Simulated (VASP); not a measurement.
## Cu: single point with PBEsol

The system is Cu.

```
Cu
1.0
     3.61500    0.00000    3.61500
     0.00000   -3.61500    3.61500
     3.61500   -3.61500    0.00000
Cu
8
Direct
  0.95851 0.95851 0.54149
  0.00000 0.50000 0.50000
  0.50000 0.00000 0.50000
  0.50000 0.50000 0.50000
  0.00000 0.00000 0.00000
  0.00000 0.50000 0.00000
  0.50000 0.00000 0.00000
  0.50000 0.50000 0.00000
```

This cell differs from its parent crystal: atom 1 (Cu) moved +0.300 Å towards its neighbour atom 8 (Cu) at 3.615 Å.

| Quantity | Value |
| --- | --- |
| Program | VASP 6.6.1 |
| Task | single point |
| Functional | PBEsol |
| Potentials or basis | VASP PAW PBE potentials, release 64 (Cu) |
| Cutoff | 520 eV |
| k mesh | 12 × 12 × 12 |
| Occupations | gaussian, width 0.15 eV |
| Spin | no spin polarisation |

- Pressure: -3.9 GPa
- Largest force: 2.074 eV/Å
- Band gap on the k mesh: zero (band 44 reaches 8.26 eV, above the bottom of band 45 at 6.49 eV)

Forces on the atoms (eV/Å):
```
Cu   0.000  0.000  2.074
Cu   0.000  0.600 -0.516
Cu  -0.600  0.000 -0.516
Cu   0.000  0.000 -0.010
Cu   0.000  0.000 -0.010
Cu   0.600  0.000 -0.516
Cu   0.000 -0.600 -0.516
Cu   0.000  0.000  0.009
```

Stress tensor (GPa, compression positive):
```
-3.81  0.00  0.00
 0.00 -3.81  0.00
 0.00  0.00 -3.98
```

Levels at points of the mesh, in eV from the Fermi level:
```
           k point  band 40  band 41  band 42  band 43  band 44  band 45  band 46  band 47  band 48  band 49
(0.00, 0.00, 0.00)    -1.49    -1.49    -1.05    -0.91    -0.91    -0.91     1.45     1.45     1.64     3.69
(0.50, 0.00, 0.00)    -1.59    -1.58    -1.57     0.73     0.85     0.87     0.95     1.01     1.12     6.41
(0.50, 0.50, 0.00)    -1.78    -1.51    -1.51    -0.33    -0.33    -0.33    -0.33     5.90     5.90     6.43
(0.00, 0.50, 0.50)    -1.86    -1.49    -1.48    -0.46    -0.33    -0.30    -0.19     6.03     6.16     6.17
```

Run time: 12 min on 1 thread of Intel(R) Xeon(R) 6975P-C (Granite Rapids), on a shared host, peak memory 0.65 GiB.

Caveat: the cell differs from its parent crystal (atom 1 (Cu) moved +0.300 Å towards its neighbour atom 8 (Cu) at 3.615 Å); the PAW data sets were made with another functional, which shifts forces and pressure a little.
